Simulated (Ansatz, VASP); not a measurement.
## LiCl in VASP and in Ansatz

```
Li Cl
1.0
    -1.07713    2.15426    2.15426
     2.15426   -1.07713    2.15426
     2.15426    2.15426   -1.07713
Li Cl
1 1
Direct
  0.00000 0.00000 0.00000
  0.50000 0.50000 0.50000
```

Alike in both runs: task single point; functional PBEsol; k mesh 8 × 8 × 8; occupations gaussian, width 0.05 eV; no spin polarisation.

```csv
,VASP,Ansatz
version,VASP 6.6.1,Ansatz 0.2.0
potentials or method,"VASP PAW PBE potentials, release 64 (Li_sv, Cl), cutoff 520 eV","scalar-relativistic, plane waves, PAW"
valence electrons in the cell,10,10
```

|  | VASP | Ansatz | Ansatz less VASP |
| --- | --- | --- | --- |
| gap on the k mesh at the Fermi level (eV) | 4.42 | 4.41 | -0.014 |
| least direct gap on the mesh (eV) | 5.04 | 5.00 | -0.040 |

VASP's potentials were made for PBE, not for PBEsol. The functional is the same, so the differences come from potentials, cutoffs and numerics.

Noted on VASP's run: the cutoff is under 1.25 times that of the potentials, so the pressure is a little rough.
